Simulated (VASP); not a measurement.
Input of a VASP 6.6.1 run:

The input INCAR:

```
ALGO = Normal
EDIFF = 1E-6
ENCUT = 500
GGA = PE
GGA_COMPAT = F
ISIF = 2
ISMEAR = 0
IVDW = 12
LASPH = T
LCHARG = F
LREAL = F
LWAVE = F
NBANDS = 12
NELM = 120
PREC = Accurate
SIGMA = 0.1
```

KPOINTS

```
k-points
0
Gamma
  10 10 10
```

Contents of POSCAR:

```
Zr
1.0
    0.0000000000      2.2646202716      2.2646202716
    2.2646202716      0.0000000000      2.2646202716
    2.2646202716      2.2646202716      0.0000000000
Zr
1
Direct
    0.0000000000      0.0000000000      0.0000000000
```

Potentials or basis: VASP PAW PBE potentials, release 64 (Zr_sv).

Launch:

```bash
$ cat potpaw_PBE.64/Zr_sv/POTCAR > POTCAR
$ mpirun -np 1 vasp_std > vasp.out
```

Problem. Estimate the pressure.

Solution. -3.7 GPa.

Problem. Estimate the dispersion energy per atom.

Solution. -0.530 eV.

Problem. Estimate the band gap on the k mesh.

Solution. Zero (band 6 reaches 9.89 eV, above the bottom of band 7 at 8.63 eV).

Caveat: pairwise dispersion overbinds metals, which lowers pressure and volume.
